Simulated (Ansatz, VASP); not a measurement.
# Two plane-wave programs on ZnS

```
CELL_PARAMETERS angstrom
3.74327 -0.00001 -0.00003
-1.87165 3.24131 -0.00050
-0.00008 -0.00193 12.25410
ATOMIC_POSITIONS crystal
Zn 0.00015 0.00042 0.00016
Zn 0.00003 0.00007 0.50016
Zn 0.33336 0.66675 0.25005
Zn 0.66650 0.33277 0.75007
S 0.99997 0.99997 0.18720
S 0.99988 0.99968 0.68721
S 0.33335 0.66672 0.43756
S 0.66676 0.33362 0.93759
```

Change from the starting cell: atom 6 moved 0.15 Å; relaxed back.

Alike in both runs: functional LDA; k mesh 6 × 6 × 2; occupations gaussian, width 0.05 eV; no spin polarisation.

Ansatz relaxed the structure, and its values are those at the end. VASP's run is a single point on that final structure, the one shown.

```csv
,VASP,Ansatz
version,VASP 6.6.1,Ansatz 0.2.0
potentials or method,"VASP PAW LDA potentials, release 64 (Zn, S), cutoff 520 eV","scalar-relativistic, plane waves, PAW"
valence electrons in the cell,72,72
```

|  | VASP | Ansatz | Ansatz less VASP |
| --- | --- | --- | --- |
| gap on the k mesh at the Fermi level (eV) | 2.19 | 2.16 | -0.035 |
| least direct gap on the mesh (eV) | 2.19 | 2.16 | -0.035 |
| pressure (GPa) | 0.2 | 0.0 | -0.27 |

LDA's correlation is that of Perdew and Zunger in VASP and of Perdew and Wang (1992) in Ansatz.
